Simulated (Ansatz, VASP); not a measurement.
## One calculation of AlCu2, two programs

Contents of INCAR:

```
SYSTEM = AlCu2
PREC = Accurate ; ENCUT = 600
EDIFF = 1E-6 ; ISMEAR = 0
SIGMA = 0.1 ; LREAL = .False.
LASPH = .True. ; NELM = 80
ALGO = Fast ; ISIF = 3
LWAVE = .False. ; LCHARG = .False.
GGA = PE ; IBRION = 2
NSW = 100 ; EDIFFG = -0.01
```

The input KPOINTS:

```
Automatic mesh
0
Gamma
  12 12 18
  0 0 0
```

File POSCAR:

```
AlCu2
1.0
    4.1694351000      0.0000000000      0.0000000000
   -2.0847175000      3.6108367000      0.0000000000
    0.0000000000      0.0000000000      2.5925999000
Al Cu
1 2
Direct
    0.0000000000      0.0000000000      0.0000000000
    0.3333333000      0.6666667000      0.5000000000
    0.6666667000      0.3333333000      0.5000000000
```

Input for Ansatz:

```yaml
crystal:
  lattice:
    - [4.1694351, 0.0, 0.0]
    - [-2.0847175, 3.6108367, 0.0]
    - [0.0, 0.0, 2.5925999]
  atoms:
    - { symbol: Al, position: [0.0, 0.0, 0.0] }
    - { symbol: Cu, position: [0.3333333, 0.6666667, 0.5] }
    - { symbol: Cu, position: [0.6666667, 0.3333333, 0.5] }
basis:
  ecutwfc: 420
  xc_grid: 4
kpoints:
  mp_grid: { grid: [12, 12, 18] }
hamiltonian:
  xc: pbe
scf:
  occupations: { method: gaussian, width: 0.1 }
output:
  forces: true
  eigenvalues: true
  stress: true
relax:
  adjacent_minimum: "off"
  f_tol: 0.01
  max_steps: 80
  cell: { stress_tol: 0.05 }
```

Alike in both runs: task relaxation of cell and atoms; functional PBE; k mesh 12 × 12 × 18; occupations gaussian, width 0.1 eV; no spin polarisation.

|  | VASP | Ansatz |
| --- | --- | --- |
| version | VASP 6.6.1 | Ansatz 0.2.0 |
| potentials or method | VASP PAW PBE potentials, release 64 (Al, Cu), cutoff 600 eV | scalar-relativistic, plane waves, PAW |
| valence electrons in the cell | 25 | 41 |

VASP gave:

* gap on the k mesh at the Fermi level, each at its own relaxed structure (eV): none
* relaxed volume (Å³/atom): 13.05
* relaxed cell length with the largest relative difference (Å): 4.174

**Question.** What did Ansatz give for the same quantities?

**Answer.** gap on the k mesh at the Fermi level, each at its own relaxed structure (eV): none; relaxed volume (Å³/atom): 13.01; relaxed cell length with the largest relative difference (Å): 4.169.

A gap of «none» marks a metal or a gap that the smearing closes. VASP's potentials hold 25 valence electrons a cell and Ansatz's 41, so a difference there can come from the potentials and not from the codes.
